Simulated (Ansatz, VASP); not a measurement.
## WSe2: VASP beside Ansatz

```
W Se
1.0
     3.69427    0.00000    0.00000
    -1.84713    2.34743    0.00000
     0.00000    0.00000    7.33278
W Se
1 2
Direct
  0.00000 0.00000 0.00000
  0.33333 0.66667 0.24055
  0.33333 0.66667 0.75945
```

Change from the starting cell: strain +e along x and -e along y +0.1500, strain +e along z and -e/2 along x and y +0.0467.

Alike in both runs: task single point; functional PBE; dispersion D3(BJ); k mesh 9 × 9 × 4; occupations gaussian, width 0.05 eV; no spin polarisation.

|  | VASP | Ansatz |
| --- | --- | --- |
| version | VASP 6.6.1 | Ansatz 0.2.0 |
| potentials or method | VASP PAW PBE potentials, release 64 (W_sv, Se), cutoff 520 eV | scalar-relativistic, plane waves, PAW |
| valence electrons in the cell | 26 | 46 |

```csv
,VASP,Ansatz,Ansatz less VASP
gap on the k mesh at the Fermi level (eV),0.10,0.10,+0.002
least direct gap on the mesh (eV),0.41,0.41,-0.002
pressure (GPa),9.3,9.0,-0.35
"traceless stress, the component that is largest in VASP (GPa)",23.57,23.58,+0.014
rms of the force components (eV/Å),1.258,1.248,-0.0099
```

Atom by atom the forces differ by 0.026 eV/Å (rms over components). VASP's potentials hold 26 valence electrons a cell and Ansatz's 46, so a difference there can come from the potentials and not from the codes.

Neither program's run includes spin-orbit coupling.
